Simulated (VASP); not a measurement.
# Zn36HO36 (a cell with a defect) in VASP: notebook, part 2 of 2

VASP 6.6.1. Earlier steps stand in the parts before.

## Step 3: Single point, PBE

INCAR reads:

```
SYSTEM = Zn36HO36
ALGO = Normal ; EDIFF = 1E-6
ENCUT = 520 ; GGA = PE
ISIF = 2 ; ISMEAR = 0
LASPH = .True. ; LCHARG = .True.
LELF = .True. ; LREAL = Auto
LVHAR = .True. ; LWAVE = .False.
NBANDS = 366 ; NELECT = 648.0
NELM = 100 ; PREC = Accurate
SIGMA = 0.02
```

KPOINTS reads:

```
k-points
0
Gamma
  1 1 1
  0 0 0
```

POSCAR reads:

```
Zn36HO36
1.0
    9.8384282163      0.0000000000      0.0000000000
   -4.9192141082      8.5203287686      0.0000000000
    0.0000000000      0.0000000000     10.5875275223
Zn O H
36 36 1
Direct
    0.1074288593      0.2339628029      0.2578631313
    0.1113096622      0.2250127961      0.7478766863
    0.1116766023      0.5532833448      0.2508130434
    0.1115495590      0.5561618722      0.7522299218
    0.1093582197      0.8649294176      0.2647705986
    0.1120638670      0.8886231043      0.7482305933
    0.4840082698      0.2415069953      0.2620524947
    0.4479311758      0.2249340433      0.7486452322
    0.4459793682      0.5578258925      0.2523251056
    0.4460313147      0.5579405595      0.7513980940
    0.4473025002      0.8873648195      0.2523112213
    0.4468552099      0.8899486400      0.7525026011
    0.7811084016      0.2226166444      0.2507000803
    0.7799038334      0.2248409718      0.7508742701
    0.7817413182      0.5600227561      0.2502197982
    0.7797834867      0.5568462355      0.7514830996
    0.7776726925      0.8887803752      0.2526976194
    0.7792316780      0.8908211415      0.7518356843
    0.2222676107      0.1118215066      0.5027989763
    0.2274213284      0.1155571606      0.9809752067
    0.2244778087      0.4476131266      0.5028038878
    0.2238805150      0.4463955680      0.9991085244
    0.2260501394      0.7758186544      0.5053351681
    0.2238532182      0.7794689830      0.9994421245
    0.5575353564      0.1097278081      0.5038485131
    0.5578736029      0.1117797242      0.9988500127
    0.5577480373      0.4486141443      0.5034405803
    0.5578488833      0.4478671074      0.9988839205
    0.5575751170      0.7789469374      0.5023400401
    0.5579216275      0.7793598323      1.0008246947
    0.8881823639      0.1116728035      0.5019141616
    0.8898308758      0.1134575937      0.9988734365
    0.8898655638      0.4457773993      0.5008974937
    0.8906090945      0.4458884279      1.0009364299
    0.8873310776      0.7774361976      0.5037161876
    0.8905770035      0.7781232603      0.9982034028
    0.1738576016      0.0840263351      0.1763956690
    0.2242197575      0.1131788486      0.6913449797
    0.2253721618      0.4458667151      0.1890502760
    0.2242730099      0.4472923644      0.6905298697
    0.2263186803      0.7754226603      0.1893470403
    0.2248319685      0.7784597496      0.6923805378
    0.5556603927      0.1099065571      0.1892388941
    0.5571372319      0.1121275981      0.6911627842
    0.5563204201      0.4454413794      0.1893416566
    0.5574941520      0.4468110449      0.6908509078
    0.5580994596      0.7780209168      0.1900982071
    0.5576104906      0.7795759037      0.6907039424
    0.8893838277      0.1111592083      0.1893846317
    0.8892195705      0.1123760627      0.6899225513
    0.8890607670      0.4449179255      0.1905615826
    0.8903370520      0.4462556673      0.6895728946
    0.8942272356      0.7817922501      0.1897954925
    0.8894341689      0.7788512838      0.6913325122
    0.1125772917      0.2238982851      0.4424867836
    0.1117434477      0.2248751254      0.9374231122
    0.1119672201      0.5561446194      0.4394029664
    0.1121800917      0.5569409502      0.9410658890
    0.1129491106      0.8879629185      0.4467815541
    0.1126896586      0.8895734197      0.9377989317
    0.4450479511      0.2229328294      0.4413282506
    0.4491880684      0.2254944677      0.9395866957
    0.4457607189      0.5567976458      0.4404228457
    0.4460808496      0.5572537315      0.9404722660
    0.4460097039      0.8896877346      0.4404637429
    0.4463854473      0.8901721056      0.9413681314
    0.7779381995      0.2232830507      0.4392571344
    0.7793184654      0.2243378222      0.9400453486
    0.7782945320      0.5566315724      0.4388239832
    0.7794789406      0.5566599751      0.9406789242
    0.7795439306      0.8901232812      0.4405505431
    0.7802632600      0.8906286607      0.9410625832
    0.0640137679      0.0174074269      0.1501988067
```

Potentials or basis: VASP PAW PBE potentials, release 64 (Zn, O, H).

The run is started by

```bash
$ cat potpaw_PBE.64/Zn/POTCAR potpaw_PBE.64/O/POTCAR potpaw_PBE.64/H/POTCAR > POTCAR
$ mpirun -np 1 vasp_gam > vasp.out
```

Wall time 28 min (1 thread of Oxide Virtual Turin-like, shared host); peak memory 0.97 GiB.

Results (log left out):

| Quantity | Value |
| --- | --- |
| Free energy | -324.2741 eV |
| Largest force | 0.140 eV/Å |

Forces on the atoms (eV/Å):
```
Zn   0.006  0.021  0.015
Zn   0.007 -0.006  0.006
Zn  -0.009  0.008 -0.002
Zn  -0.002 -0.002  0.000
Zn  -0.007  0.043 -0.037
Zn   0.000  0.001 -0.002
Zn  -0.038 -0.010 -0.007
Zn  -0.003 -0.005  0.007
Zn   0.006  0.001 -0.004
Zn   0.003  0.000  0.003
Zn  -0.002  0.007 -0.006
Zn   0.000 -0.002 -0.001
Zn  -0.011 -0.002 -0.004
Zn   0.000 -0.005  0.003
Zn  -0.004 -0.003 -0.006
Zn   0.001 -0.003 -0.002
Zn   0.000 -0.004 -0.004
Zn   0.002 -0.003  0.000
Zn   0.004 -0.001 -0.006
Zn   0.009 -0.019  0.050
Zn   0.000  0.007  0.006
Zn   0.006 -0.009  0.004
Zn  -0.006  0.002 -0.011
Zn   0.003 -0.007 -0.002
Zn  -0.005  0.004 -0.002
Zn   0.002 -0.001  0.004
Zn   0.002 -0.005 -0.001
Zn   0.003 -0.010  0.004
Zn  -0.002  0.001 -0.002
Zn   0.000 -0.003 -0.002
Zn   0.000 -0.001  0.003
Zn   0.010 -0.004  0.002
Zn   0.000 -0.002 -0.003
Zn   0.003 -0.004 -0.001
Zn   0.006 -0.002 -0.008
Zn   0.003 -0.005  0.004
O    0.117  0.052  0.009
O    0.001 -0.005  0.003
O    0.006  0.022 -0.016
O    0.002  0.003  0.006
O    0.018  0.003 -0.019
O    0.005 -0.005  0.003
O    0.016 -0.022 -0.019
O    0.007 -0.002  0.005
O   -0.011  0.030 -0.019
O    0.001  0.002  0.006
O    0.000  0.006 -0.003
O    0.005 -0.003  0.003
O    0.009 -0.012 -0.010
O   -0.001 -0.005  0.007
O   -0.003 -0.002 -0.001
O    0.000 -0.002  0.000
O   -0.010  0.011 -0.012
O   -0.003 -0.007  0.002
O    0.000 -0.004  0.023
O   -0.014  0.007 -0.001
O    0.001 -0.003  0.001
O   -0.003  0.002  0.002
O   -0.001  0.008  0.019
O    0.002 -0.016 -0.002
O   -0.007 -0.009  0.031
O    0.023  0.014 -0.005
O   -0.004 -0.001 -0.001
O   -0.003  0.005  0.003
O    0.000 -0.006  0.000
O    0.003 -0.004  0.003
O   -0.003  0.000 -0.003
O   -0.002  0.002  0.001
O    0.002 -0.009  0.000
O    0.003 -0.004  0.001
O   -0.003 -0.002  0.003
O   -0.002  0.001  0.004
H   -0.137 -0.021 -0.018
```

Levels at points of the mesh, in eV from the Fermi level:
```csv
k point,band 320,band 321,band 322,band 323,band 324,band 325,band 326,band 327,band 328,band 329
"(0.00, 0.00, 0.00)",-0.49,-0.48,-0.22,-0.13,-0.12,0.55,3.14,3.19,3.74,3.93
```

Caveat: the k points lie up to 0.74 Å⁻¹ apart; the cell carries a net charge on a neutralising background, which shifts energy and pressure; the cell is charged against a uniform background, so pressure and absolute levels hang on convention.

## Step 4: Single point, PBE

INCAR reads:

```
ALGO     = Normal         # electronic algorithm
EDIFF    = 1E-6           # SCF threshold, eV
ENCUT    = 520            # plane-wave cutoff, eV
GGA      = PE             # functional
ISIF     = 2              # what is computed and relaxed
ISMEAR   = 0              # smearing method
LASPH    = T              # aspherical terms in the spheres
LCHARG   = T              # write CHGCAR
LELF     = T              # ELF
LREAL    = Auto         
LVHAR    = T            
LWAVE    = F              # write WAVECAR
NBANDS   = 366            # bands
NELECT   = 648.0        
NELM     = 80             # most SCF steps
PREC     = Accurate       # precision mode
SIGMA    = 0.02           # smearing width, eV
```

KPOINTS reads:

```
k-points
0
Gamma
  1 1 1
```

POSCAR reads:

```
Zn36HO36
1.0
    9.8384282163      0.0000000000      0.0000000000
   -4.9192141082      8.5203287686      0.0000000000
    0.0000000000      0.0000000000     10.5875275223
Zn O H
36 36 1
Direct
    0.1051533483      0.2357829204      0.2561308100
    0.1103376718      0.2249250061      0.7464218613
    0.1104840491      0.5496791412      0.2505006947
    0.1107505847      0.5550532296      0.7523045379
    0.0941533717      0.8336521034      0.2752708783
    0.1120920537      0.8889095956      0.7493507793
    0.4503977021      0.2219361543      0.2529446081
    0.4480817075      0.2243619996      0.7467701013
    0.4469414052      0.5572894109      0.2514591810
    0.4464266287      0.5569577335      0.7503979549
    0.4487205274      0.8874189254      0.2516866185
    0.4478646806      0.8900937048      0.7523421293
    0.7755711508      0.2219515293      0.2502080863
    0.7786315571      0.2236450085      0.7506159472
    0.7735790281      0.5525231629      0.2495626098
    0.7783893622      0.5552947695      0.7521124250
    0.7803624745      0.8908716091      0.2525318583
    0.7788590376      0.8905879346      0.7526145253
    0.2212393825      0.1119601163      0.5021720122
    0.2282258915      0.1202755231      0.9782114831
    0.2242936703      0.4471645524      0.5020756724
    0.2244853975      0.4475412984      0.9980706995
    0.2278777116      0.7750090612      0.5081117370
    0.2243141383      0.7800497118      0.9985044174
    0.5557269278      0.1104309500      0.5009693707
    0.5574278730      0.1114485163      0.9990661160
    0.5555931777      0.4445963416      0.5001987470
    0.5577709837      0.4470888511      0.9993037541
    0.5573309339      0.7780928624      0.5018723199
    0.5582102029      0.7787083316      1.0007234435
    0.8868936161      0.1114554410      0.5014661817
    0.8902740476      0.1133409316      0.9997630682
    0.8887479926      0.4448713310      0.5008731254
    0.8900133347      0.4451398653      1.0005044122
    0.8835839696      0.7752912099      0.5065124023
    0.8924372905      0.7798223731      0.9987561286
    0.2098795830      0.1187242919      0.1768295757
    0.2231801829      0.1125206581      0.6909269406
    0.2263129873      0.4481423316      0.1877521448
    0.2242495446      0.4474253404      0.6897286439
    0.2262256717      0.7740539337      0.1890228853
    0.2246792540      0.7782352278      0.6941967314
    0.5524449165      0.1087439259      0.1888357783
    0.5566609976      0.1111627292      0.6890728723
    0.5519868288      0.4399793836      0.1893236165
    0.5574909529      0.4460994526      0.6884813272
    0.5601840691      0.7781510761      0.1900656216
    0.5577388613      0.7789749880      0.6903380402
    0.8886131335      0.1123542326      0.1898021985
    0.8882017266      0.1114505116      0.6894549256
    0.8885314926      0.4451087632      0.1902629293
    0.8897151099      0.4455661399      0.6895711945
    0.8977141715      0.7828930293      0.1912144262
    0.8891366757      0.7781064769      0.6933323181
    0.1110144061      0.2234357443      0.4413869046
    0.1106945533      0.2266155512      0.9356255253
    0.1113305760      0.5564191393      0.4392388110
    0.1117785509      0.5575561846      0.9409477311
    0.1108359543      0.8852732336      0.4499911797
    0.1147172749      0.8929283372      0.9399540147
    0.4415378573      0.2203233057      0.4383456846
    0.4506698027      0.2260793043      0.9368811537
    0.4452818066      0.5561175077      0.4396873576
    0.4465383095      0.5569983423      0.9395247360
    0.4453782885      0.8884986960      0.4399929058
    0.4466618914      0.8895079293      0.9412055817
    0.7770767750      0.2230014887      0.4387769468
    0.7789975221      0.2237459436      0.9398272618
    0.7779747703      0.5564966011      0.4381173971
    0.7801246548      0.5578765948      0.9415526882
    0.7794848586      0.8896101554      0.4404591148
    0.7808651894      0.8906605844      0.9418307512
    0.1109218359      0.0188673471      0.1703164404
```

The run is started by

```bash
$ cat potpaw_PBE.64/Zn/POTCAR potpaw_PBE.64/O/POTCAR potpaw_PBE.64/H/POTCAR > POTCAR
$ mpirun -np 1 vasp_gam > vasp.out
```

It took 27 min on 1 thread of Oxide Virtual Turin-like, shared host; peak memory 0.96 GiB.

Results (log left out):

| Quantity | Value |
| --- | --- |
| Free energy | -324.2433 eV |
| Largest force | 0.169 eV/Å |

Forces on the atoms (eV/Å):
```
Zn   0.010 -0.006 -0.005
Zn   0.003 -0.003 -0.004
Zn  -0.006 -0.004  0.000
Zn  -0.001 -0.003 -0.001
Zn  -0.011 -0.032  0.006
Zn  -0.001  0.003  0.002
Zn  -0.071 -0.032 -0.029
Zn  -0.006 -0.003  0.000
Zn   0.001 -0.001 -0.006
Zn   0.001 -0.001 -0.003
Zn  -0.004  0.003 -0.005
Zn   0.001  0.002  0.000
Zn  -0.011 -0.001 -0.005
Zn  -0.004 -0.002 -0.001
Zn  -0.009 -0.002 -0.007
Zn  -0.002 -0.003  0.003
Zn   0.003 -0.001 -0.005
Zn  -0.002  0.000  0.002
Zn  -0.002 -0.004 -0.006
Zn  -0.002  0.004  0.016
Zn  -0.001 -0.002 -0.008
Zn  -0.001  0.002  0.003
Zn   0.000 -0.001 -0.004
Zn  -0.003  0.001  0.004
Zn  -0.008  0.005 -0.009
Zn  -0.003  0.003  0.003
Zn   0.001 -0.010 -0.009
Zn   0.000 -0.001  0.004
Zn  -0.002 -0.001 -0.004
Zn  -0.002 -0.001 -0.001
Zn   0.000  0.002 -0.007
Zn   0.001  0.001  0.002
Zn  -0.002  0.000 -0.003
Zn  -0.001 -0.001 -0.001
Zn  -0.001 -0.002 -0.001
Zn   0.000  0.001  0.007
O    0.108  0.130  0.012
O    0.000  0.001  0.002
O    0.014  0.017 -0.019
O    0.000  0.006  0.003
O    0.030  0.000 -0.030
O    0.001  0.000  0.018
O    0.004 -0.011 -0.010
O    0.004 -0.001  0.001
O   -0.011  0.002 -0.010
O    0.003  0.008 -0.001
O    0.005  0.000 -0.004
O    0.000  0.000  0.004
O   -0.002 -0.010 -0.007
O   -0.005 -0.005  0.004
O   -0.003  0.003 -0.003
O   -0.002  0.000  0.000
O   -0.022  0.007 -0.015
O   -0.002  0.001  0.012
O   -0.001 -0.001  0.007
O   -0.019  0.008 -0.002
O   -0.003  0.004 -0.001
O   -0.005  0.003  0.003
O   -0.008  0.014  0.050
O   -0.001 -0.003  0.010
O   -0.002 -0.001  0.014
O    0.023  0.012 -0.007
O   -0.005  0.003  0.001
O   -0.003  0.007 -0.003
O   -0.001 -0.003 -0.003
O    0.003 -0.002  0.003
O   -0.001  0.002 -0.001
O   -0.001  0.004 -0.001
O    0.002 -0.002  0.001
O    0.000  0.002  0.004
O   -0.004 -0.002  0.000
O   -0.003  0.000  0.006
H    0.043 -0.100  0.036
```

Levels at points of the mesh, in eV from the Fermi level:
```tsv
k point	band 322	band 323	band 324	band 325	band 326	band 327
(0.00, 0.00, 0.00)	-0.22	-0.13	-0.13	0.54	3.12	3.19
```

Caveat: the k points lie up to 0.74 Å⁻¹ apart; the cell carries a net charge on a neutralising background, which shifts energy and pressure; the cell is charged against a uniform background, so pressure and absolute levels hang on convention.
